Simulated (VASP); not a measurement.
# WC (Qusongite) (P-6m2) in VASP: notebook, part 2 of 2

VASP 6.6.1.

## Step 4: Single point, PBE

This run uses another cell than the first one, of 9.96 Å³/atom, 1.091 times its volume.

INCAR reads:

```
SYSTEM = WC
PREC     = Accurate       ! precision mode
ENCUT    = 520            ! plane-wave cutoff, eV
EDIFF    = 1E-6           ! SCF threshold, eV
ISMEAR   = -1             ! smearing method
SIGMA    = 0.1            ! smearing width, eV
LREAL    = .FALSE.        ! projectors in reciprocal space
LASPH    = .TRUE.         ! aspherical terms in the spheres
NELM     = 100            ! most SCF steps
ALGO     = Normal         ! electronic algorithm
ISIF     = 2              ! what is computed and relaxed
LWAVE    = .FALSE.        ! write WAVECAR
LCHARG   = .FALSE.        ! write CHGCAR
GGA      = PE             ! functional
NBANDS   = 16             ! bands
```

KPOINTS reads:

```
Automatic mesh
0
G
  11 11 10
  0 0 0
```

POSCAR reads:

```
WC
1.0
    2.8672181576      0.0000000000      0.0000000000
   -1.4336090788      2.4830839244      0.0000000000
    0.0000000000      0.0000000000      2.7982628680
W C
1 1
Direct
    0.0000000000      0.0000000000      0.0000000000
    0.6666666667      0.3333333333      0.5000000000
```

On the command line:

```
$ cat potpaw_PBE.64/W_sv/POTCAR potpaw_PBE.64/C/POTCAR > POTCAR
$ mpirun -np 1 vasp_std > vasp.out
```

It took 9.7 s on 1 thread of Intel Xeon 6975P-C (Granite Rapids), shared host; peak memory 0.15 GiB.

It converged, with:

| Item | Value |
| --- | --- |
| Free energy | -22.3657 eV |
| Pressure | 25.2 GPa |
| Band gap on the k mesh | zero (band 9 reaches 12.32 eV, above the bottom of band 10 at 11.04 eV) |

Stress tensor (GPa, compression positive):
```
24.45  0.00  0.00
 0.00 24.45  0.00
 0.00  0.00 26.73
```

Levels at points of the mesh, in eV from the Fermi level:
```
           k point  band 6  band 7  band 8  band 9  band 10  band 11  band 12  band 13
(0.00, 0.00, 0.00)   -4.62   -3.57   -3.57    0.03     3.37     3.37     5.79     5.79
(0.00, 0.00, 0.50)   -8.98   -2.19   -2.19   -0.70    -0.70     3.78     4.57     4.57
```

Caveat: spin-orbit coupling is left out, which moves the levels of the heavy elements.

## Step 5: Single point, PBE

This run uses another cell than the first one, of 10.79 Å³/atom, 1.182 times its volume.

INCAR reads:

```
ALGO     = Normal         # electronic algorithm
EDIFF    = 1E-6           # SCF threshold, eV
ENCUT    = 520            # plane-wave cutoff, eV
GGA      = PE             # functional
ISIF     = 2              # what is computed and relaxed
ISMEAR   = -1             # smearing method
LASPH    = T              # aspherical terms in the spheres
LCHARG   = F              # write CHGCAR
LREAL    = F              # projectors in reciprocal space
LWAVE    = F              # write WAVECAR
NBANDS   = 16             # bands
NELM     = 80             # most SCF steps
PREC     = Accurate       # precision mode
SIGMA    = 0.1            # smearing width, eV
```

KPOINTS reads:

```
k-points
0
Gamma
  11 11 10
```

POSCAR reads:

```
WC
1.0
    2.9447478072      0.0000000000      0.0000000000
   -1.4723739036      2.5502265748      0.0000000000
    0.0000000000      0.0000000000      2.8739279649
W C
1 1
Direct
    0.0000000000      0.0000000000      0.0000000000
    0.6666666667      0.3333333333      0.5000000000
```

On the command line:

```
$ cat potpaw_PBE.64/W_sv/POTCAR potpaw_PBE.64/C/POTCAR > POTCAR
$ mpirun -np 1 vasp_std > vasp.out
```

It took 11 s on 1 thread of Intel Xeon 6975P-C (Granite Rapids), shared host; peak memory 0.16 GiB.

It converged, with:

```
Free energy            : -22.4426 eV
Pressure               : -8.3 GPa
Band gap on the k mesh : zero (band 9 reaches 11.16 eV, above the bottom of band 10 at 9.98 eV)
```

Stress tensor (GPa, compression positive):
```
-7.40  0.00  0.00
 0.00 -7.40  0.00
 0.00  0.00 -9.99
```

Levels at points of the mesh, in eV from the Fermi level:
```
           k point  band 5  band 6  band 7  band 8  band 9  band 10  band 11  band 12  band 13  band 14
(0.00, 0.00, 0.00)  -14.18   -4.13   -3.21   -3.21    0.05     3.02     3.02     5.37     5.37     6.08
(0.00, 0.00, 0.50)  -10.38   -8.44   -1.95   -1.95   -0.57    -0.57     3.47     4.38     4.38     9.67
```

Caveat: spin-orbit coupling is left out, which moves the levels of the heavy elements.

## Step 6: Single point, PBE

This run uses another cell than the first one, of 11.21 Å³/atom, 1.227 times its volume.

INCAR reads:

```
SYSTEM = WC
PREC = Accurate ; ENCUT = 520
EDIFF = 1E-7 ; ISMEAR = -1
SIGMA = 0.1 ; LREAL = .False.
LASPH = .True. ; NELM = 80
ALGO = Normal ; ISIF = 2
LWAVE = .False. ; LCHARG = .False.
GGA = PE ; NBANDS = 16
```

KPOINTS reads:

```
regular mesh
0
Gamma
  11 11 10
  0 0 0
```

POSCAR reads:

```
WC
1.0
    2.9820270534      0.0000000000      0.0000000000
   -1.4910135267      2.5825113512      0.0000000000
    0.0000000000      0.0000000000      2.9103106622
W C
1 1
Direct
    0.0000000000      0.0000000000      0.0000000000
    0.6666666667      0.3333333333      0.5000000000
```

Potentials or basis: VASP PAW PBE potentials, release 64 (W_sv, C).

On the command line:

```
$ cat potpaw_PBE.64/W_sv/POTCAR potpaw_PBE.64/C/POTCAR > POTCAR
$ mpirun -np 1 vasp_std > vasp.out
```

Wall time 11 s (1 thread of Intel Xeon 6975P-C (Granite Rapids), shared host); peak memory 0.16 GiB.

It converged, with:

| Item | Value |
| --- | --- |
| Free energy | -22.3676 eV |
| Pressure | -20.4 GPa |
| Band gap on the k mesh | zero (band 9 reaches 10.64 eV, above the bottom of band 10 at 9.50 eV) |

Stress tensor (GPa, compression positive):
```
-18.94   0.00   0.00
  0.00 -18.94   0.00
  0.00   0.00 -23.41
```

Levels at points of the mesh, in eV from the Fermi level:
```csv
k point,band 5,band 6,band 7,band 8,band 9,band 10,band 11,band 12,band 13,band 14
"(0.00, 0.00, 0.00)",-13.89,-3.92,-3.05,-3.05,0.05,2.86,2.86,5.18,5.18,5.81
"(0.00, 0.00, 0.50)",-10.30,-8.19,-1.85,-1.85,-0.53,-0.53,3.32,4.28,4.28,9.43
```

Caveat: spin-orbit coupling is left out, which moves the levels of the heavy elements.

## Step 7: Single point, PBE

This run uses another cell than the first one, of 11.62 Å³/atom, 1.273 times its volume.

INCAR reads:

```
SYSTEM = WC
PREC     = Accurate       ! precision mode
ENCUT    = 520            ! plane-wave cutoff, eV
EDIFF    = 1E-6           ! SCF threshold, eV
ISMEAR   = -1             ! smearing method
SIGMA    = 0.1            ! smearing width, eV
LREAL    = .False.        ! projectors in reciprocal space
LASPH    = .True.         ! aspherical terms in the spheres
NELM     = 100            ! most SCF steps
ALGO     = Normal         ! electronic algorithm
ISIF     = 2              ! what is computed and relaxed
LWAVE    = .False.        ! write WAVECAR
LCHARG   = .False.        ! write CHGCAR
GGA      = PE             ! functional
NBANDS   = 16             ! bands
```

KPOINTS is that of step 6.

POSCAR reads:

```
WC
1.0
    3.0183968214      0.0000000000      0.0000000000
   -1.5091984107      2.6140084963      0.0000000000
    0.0000000000      0.0000000000      2.9458057539
W C
1 1
Direct
    0.0000000000      0.0000000000      0.0000000000
    0.6666666667      0.3333333333      0.5000000000
```

On the command line:

```
$ cat potpaw_PBE.64/W_sv/POTCAR potpaw_PBE.64/C/POTCAR > POTCAR
$ mpirun -np 1 vasp_std > vasp.out
```

Run time: 9.8 s. Hardware: 1 thread of Intel Xeon 6975P-C (Granite Rapids), shared host; peak memory 0.16 GiB.

Results (log left out):

```yaml
Free_energy: -22.2357 eV
Pressure: -30.3 GPa
Band_gap_on_the_k_mesh: zero (band 9 reaches 10.14 eV, above the bottom of band 10 at 9.05 eV)
```

Stress tensor (GPa, compression positive):
```
-28.29   0.00   0.00
  0.00 -28.29   0.00
  0.00   0.00 -34.34
```

Levels at points of the mesh, in eV from the Fermi level:
| k point | band 6 | band 7 | band 8 | band 9 | band 10 | band 11 | band 12 | band 13 |
| --- | --- | --- | --- | --- | --- | --- | --- | --- |
| (0.00, 0.00, 0.00) | -3.74 | -2.91 | -2.91 | 0.05 | 2.70 | 2.70 | 4.99 | 4.99 |
| (0.00, 0.00, 0.50) | -7.96 | -1.76 | -1.76 | -0.50 | -0.50 | 3.17 | 4.18 | 4.18 |

Caveat: spin-orbit coupling is left out, which moves the levels of the heavy elements.

## Step 8: Overview

```tsv
cell	gap on the mesh (eV)	pressure (GPa)
a = 2.827, b = 2.827, c = 2.759 Å, angles 90.0, 90.0, 120.0°, 2 atoms	none	47.9
a = 2.867, b = 2.867, c = 2.798 Å, angles 90.0, 90.0, 120.0°, 2 atoms	none	25.2
a = 2.945, b = 2.945, c = 2.874 Å, angles 90.0, 90.0, 120.0°, 2 atoms	none	-8.3
a = 2.982, b = 2.982, c = 2.910 Å, angles 90.0, 90.0, 120.0°, 2 atoms	none	-20.4
a = 3.018, b = 3.018, c = 2.946 Å, angles 90.0, 90.0, 120.0°, 2 atoms	none	-30.3
```

Alike in all rows: task single point; level PBE; potentials or basis VASP PAW PBE potentials, release 64 (W_sv, C); no spin polarisation; k mesh 11 × 11 × 10; cutoff (eV) 520; smearing fermi-dirac 0.1 eV.

Caveats: spin-orbit coupling is left out, which moves the levels of the heavy elements.

Total energies depend on the potentials used, so only differences within one code and one set of settings carry meaning.
